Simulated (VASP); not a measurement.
Write the native input for VASP 6.6.1 that does the following.

* Task: single point
* Functional: r2SCAN
* Potentials or basis: VASP PAW PBE potentials, release 64 (Pt, H)
* Cutoff: 520 eV
* k mesh: 8 × 8 × 7
* Occupations: fermi-dirac, width 0.1 eV
* Spin: no spin polarisation
* Dipole correction: no
* Further INCAR settings: ALGO = Normal; EDIFF = 1e-06; NBANDS = 32

HPt:

```
CELL_PARAMETERS angstrom
4.45971 0.00000 0.00000
0.00000 4.45971 0.00000
0.00000 0.00000 4.81174
ATOMIC_POSITIONS crystal
Pt 0.25000 0.25000 0.25000
Pt 0.25000 0.75000 0.75000
Pt 0.75000 0.75000 0.25000
Pt 0.75000 0.25000 0.75000
H 0.00000 0.00000 0.00000
H 0.50000 0.50000 0.50000
H 0.00000 0.00000 0.50000
H 0.50000 0.50000 0.00000
```

One way to write it, as run:

POSCAR

```
HPt
1.0
    4.4597110000      0.0000000000      0.0000000000
    0.0000000000      4.4597110000      0.0000000000
    0.0000000000      0.0000000000      4.8117430000
Pt H
4 4
Direct
    0.2500000000      0.2500000000      0.2500000000
    0.2500000000      0.7500000000      0.7500000000
    0.7500000000      0.7500000000      0.2500000000
    0.7500000000      0.2500000000      0.7500000000
    0.0000000000      0.0000000000      0.0000000000
    0.5000000000      0.5000000000      0.5000000000
    0.0000000000      0.0000000000      0.5000000000
    0.5000000000      0.5000000000      0.0000000000
```

INCAR.step1

```
PREC = Accurate
ENCUT = 520
ISMEAR = -1
SIGMA = 0.1
LREAL = F
LASPH = T
NELM = 60
NBANDS = 32
GGA = PE
ALGO = Normal
EDIFF = 1E-4
LWAVE = T
LCHARG = F
```

INCAR.step2

```
PREC = Accurate
ENCUT = 520
EDIFF = 1E-6
ISMEAR = -1
SIGMA = 0.1
LREAL = F
LASPH = T
NELM = 60
ALGO = Normal
ISIF = 2
LWAVE = F
LCHARG = F
METAGGA = R2SCAN
LMIXTAU = T
NBANDS = 32
ISTART = 1
```

KPOINTS

```
regular mesh
0
Gamma
  8 8 7
```

Potentials or basis: VASP PAW PBE potentials, release 64 (Pt, H).

Run with:

```bash
$ cat potpaw_PBE.64/Pt/POTCAR potpaw_PBE.64/H/POTCAR > POTCAR
$ cp INCAR.step1 INCAR
$ mpirun -np 1 vasp_std > vasp.out
$ cp INCAR.step2 INCAR
$ mpirun -np 1 vasp_std > vasp.out
```

Results of the run:

```
Pressure               : -24.4 GPa
Band gap on the k mesh : zero (bands 22 and 23 overlap by 0.70 eV)
```

Caveat: the cell stands under tension; the PAW data sets were made with another functional, which shifts forces and pressure a little; spin-orbit coupling is left out, which moves the levels of the heavy elements.

Wall time 9.1 min on 1 thread of AMD EPYC 7R13 Processor (Zen 3), on a shared host, peak memory 0.28 GiB.
